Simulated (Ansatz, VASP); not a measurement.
Ag: VASP beside Ansatz

```
CELL_PARAMETERS angstrom
2.87019 0.00000 0.00000
-1.43509 2.48566 0.00000
0.00000 0.00000 4.69222
ATOMIC_POSITIONS crystal
Ag 0.66667 0.33333 0.75000
Ag 0.33333 0.66667 0.25000
```

Change from the starting cell: volume scaled by 0.94.

Alike in both runs: task single point; functional LDA; k mesh 10 × 10 × 6; occupations fermi-dirac, width 0.05 eV; no spin polarisation.

```csv
,VASP,Ansatz
version,VASP 6.6.1,Ansatz 0.2.0
potentials or method,"VASP PAW LDA potentials, release 64 (Ag), cutoff 520 eV","all-electron LAPW, scalar-relativistic"
```

Ansatz gave:

```
gap on the k mesh at the Fermi level (eV)                     : none
pressure (GPa)                                                : -4.9
traceless stress, the component that is largest in VASP (GPa) : -0.42
```

Q: Estimate VASP's values.

A: gap on the k mesh at the Fermi level (eV): none; pressure (GPa): -4.8; traceless stress, the component that is largest in VASP (GPa): -0.42.

LDA's correlation is that of Perdew and Zunger in VASP and of Perdew and Wang (1992) in Ansatz. A gap of «none» marks a metal or a gap that the smearing closes. Ansatz ran all-electron here, and VASP with PAW potentials.
